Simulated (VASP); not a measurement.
Write the native input for VASP 6.6.1 that does the following.

```
Task                   : single point
Functional             : PBEsol
Potentials or basis    : VASP PAW PBE potentials, release 64 (Al, Ru_pv)
Cutoff                 : 520 eV
k mesh                 : 14 × 14 × 14
Occupations            : gaussian, width 0.1 eV
Spin                   : no spin polarisation
Dipole correction      : no
Further INCAR settings : ALGO = Normal; EDIFF = 1e-06; NBANDS = 16
```

The structure of AlRu lies in POSCAR:

```
AlRu
1.0
    2.9763144545      0.0000000000      0.0000000000
    0.0000000000      2.9763144545      0.0000000000
    0.0000000000      0.0000000000      2.9763144545
Al Ru
1 1
Direct
    0.0000000000      0.0000000000      0.0000000000
    0.5000000000      0.5000000000      0.5000000000
```

The input as run:

INCAR

```
SYSTEM = AlRu
  PREC = Accurate
  ENCUT = 520
  EDIFF = 1E-6
  ISMEAR = 0
  SIGMA = 0.1
  LREAL = .FALSE.
  LASPH = .TRUE.
  NELM = 60
  ALGO = Normal
  ISIF = 2
  LWAVE = .FALSE.
  LCHARG = .FALSE.
  GGA = PS
  NBANDS = 16
```

KPOINTS

```
Automatic mesh
0
G
  14 14 14
  0 0 0
```

Potentials or basis: VASP PAW PBE potentials, release 64 (Al, Ru_pv).

Run with:

```bash
$ cat potpaw_PBE.64/Al/POTCAR potpaw_PBE.64/Ru_pv/POTCAR > POTCAR
$ mpirun -np 1 vasp_std > vasp.out
```

It gave:

| Item | Value |
| --- | --- |
| Pressure | 0.1 GPa |

Caveat: the PAW data sets were made with another functional, which shifts forces and pressure a little.

It took 23 s on 1 thread of AMD EPYC 9R14 (Zen 4), on a shared host, peak memory 0.15 GiB.
